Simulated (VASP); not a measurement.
Ba3Ti3SiCl4O9: single point with PBE

System: Ba3Ti3SiCl4O9, a slab with vacuum.

```
Ba Ti O Si Cl
1.0
     5.65730    0.00000    0.00000
    -2.82865    4.89936    0.00000
     0.00000    0.00000   20.70264
Ba Ti O Si Cl
3 3 9 1 4
Direct
  0.00000 0.00000 0.04830
  0.66688 0.33388 0.14528
  0.33356 0.66966 0.27339
  0.33333 0.66667 0.09974
  0.99988 0.00259 0.21871
  0.66710 0.33710 0.32605
  0.49707 0.99413 0.05241
  0.00587 0.50293 0.05241
  0.49707 0.50293 0.05241
  0.16529 0.32936 0.17662
  0.67509 0.83830 0.17633
  0.16423 0.83952 0.17726
  0.83314 0.67471 0.29708
  0.32991 0.17125 0.29727
  0.83076 0.17155 0.29272
  0.71930 0.49120 0.52883
  0.05101 0.87437 0.52707
  0.39065 0.54335 0.51558
  0.73507 0.25778 0.44795
  0.69925 0.29649 0.61359
```

* Program: VASP 6.6.1
* Task: single point
* Functional: PBE
* Potentials or basis: VASP PAW PBE potentials, release 64 (Ba_sv, Ti_sv, O, Si, Cl)
* Cutoff: 520 eV
* k mesh: 2 × 2 × 1
* Occupations: fermi-dirac, width 0.05 eV
* Spin: no spin polarisation
* Dipole correction: no
* Further INCAR settings: LREAL = Auto; ALGO = Normal; EDIFF = 1e-06; NBANDS = 92

```
Largest force          : 3.903 eV/Å
Band gap on the k mesh : 0.06 eV
```

Forces in eV/Å, atoms in the order of the input:
```
Ba  -0.004  0.006 -1.284
Ba   0.001  0.005  0.347
Ba  -0.006  0.009  0.260
Ti   0.030 -0.025 -3.903
Ti  -0.007  0.051  0.166
Ti   0.011 -0.002  0.187
O   -0.010 -1.599  1.577
O    1.395  0.824  1.584
O   -1.417  0.823  1.567
O    0.000 -0.029 -0.116
O   -0.022 -0.022 -0.122
O    0.022 -0.025 -0.138
O    0.005  0.067 -0.029
O   -0.081 -0.045 -0.053
O    0.100 -0.051 -0.040
Si  -0.015  0.015  0.031
Cl   0.003 -0.041  0.000
Cl   0.046 -0.030  0.016
Cl  -0.036  0.041  0.026
Cl  -0.013  0.030 -0.075
```

Levels at points of the mesh, in eV from the valence-band top:
```csv
k point,band 72,band 73,band 74,band 75,band 76,band 77,band 78,band 79,band 80,band 81
"(0.00, 0.00, 0.00)",-1.18,-1.18,-0.11,-0.11,0.00,0.06,1.47,1.74,1.94,2.02
"(0.50, 0.00, 0.00)",-1.17,-0.77,-0.53,-0.33,-0.19,0.31,1.22,1.48,1.88,1.98
"(0.00, 0.50, 0.00)",-1.17,-0.77,-0.53,-0.33,-0.20,0.20,1.47,1.63,1.89,2.08
"(0.50, 0.50, 0.00)",-1.17,-0.77,-0.53,-0.32,-0.19,0.21,1.37,1.66,2.03,2.10
```

Run time: 32 min on 1 thread of Intel Xeon 8259CL, with other jobs on the host, peak memory 0.7 GiB.

Caveat: the k points lie up to 0.64 Å⁻¹ apart; there is no dipole correction, which matters where the two faces differ; spin-orbit coupling is left out, which moves the levels of the heavy elements.
